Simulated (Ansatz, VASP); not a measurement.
**GaN: VASP beside Ansatz**

Contents of INCAR:

```
AGGAC = 0.0 ; ALDAC = 0.0
ALGO = Normal ; EDIFF = 1E-6
ENCUT = 520 ; GGA = PE
ISIF = 2 ; ISMEAR = -1
LASPH = True ; LCHARG = False
LREAL = False ; LWAVE = False
NBANDS = 26 ; NELM = 60
PREC = Accurate ; SIGMA = 0.05
```

The input KPOINTS:

```
k-points
0
Gamma
  10 10 5
```

POSCAR

```
GaN
1.0
    3.2423687753      0.0000000000      0.0000000000
   -1.6211843877      2.8079737278      0.0000000000
    0.0000000000      0.0000000000      5.2673198406
Ga N
2 2
Direct
    0.6666666667      0.3333333333      0.5000000000
    0.3333333333      0.6666666667      0.0000000000
    0.6666666667      0.3333333333      0.8750000000
    0.3333333333      0.6666666667      0.3750000000
```

Contents of input.yaml:

```yaml
crystal:
  lattice:
    - [3.2423687753, 0.0, 0.0]
    - [-1.6211843877, 2.8079737278, 0.0]
    - [0.0, 0.0, 5.2673198406]
  atoms:
    - { symbol: Ga, position: [0.6666666667, 0.3333333333, 0.5] }
    - { symbol: Ga, position: [0.3333333333, 0.6666666667, 0.0] }
    - { symbol: "N", position: [0.6666666667, 0.3333333333, 0.875] }
    - { symbol: "N", position: [0.3333333333, 0.6666666667, 0.375] }
hamiltonian:
  xc: { exchange: pbe, correlation: none }
  pseudopotentials: { kind: paw }
kpoints:
  mp_grid: { grid: [10, 10, 5] }
scf:
  occupations: { method: fermi_dirac, width: 0.05 }
output:
  forces: true
  stress: true
  eigenvalues: true
```

Alike in both runs: task single point; functional PBE exchange alone; k mesh 10 × 10 × 5; occupations fermi-dirac, width 0.05 eV; no spin polarisation.

|  | VASP | Ansatz |
| --- | --- | --- |
| version | VASP 6.6.1 | Ansatz 0.2.0 |
| potentials or method | VASP PAW PBE potentials, release 64 (Ga_d, N) | Ansatz PAW |
| plane-wave cutoff (eV) | 520 | 420 |
| valence electrons in the cell | 36 | 36 |

```csv
,VASP,Ansatz,Ansatz less VASP
gap on the k mesh at the Fermi level (eV),1.66,1.69,+0.028
least direct gap on the mesh (eV),1.66,1.69,+0.028
pressure (GPa),14.8,13.6,-1.24
"traceless stress, the component that is largest in VASP (GPa)",1.54,1.50,-0.038
rms of the force components (eV/Å),0.067,0.067,-0.0005
```

VASP's potentials were made for PBE, not for PBE exchange alone. Atom by atom the forces differ by 0.000 eV/Å (rms over components).

Noted on Ansatz's run: odd divisions of the mesh miss points on the zone boundary, where band edges often lie, so the gap on the mesh can be too wide.
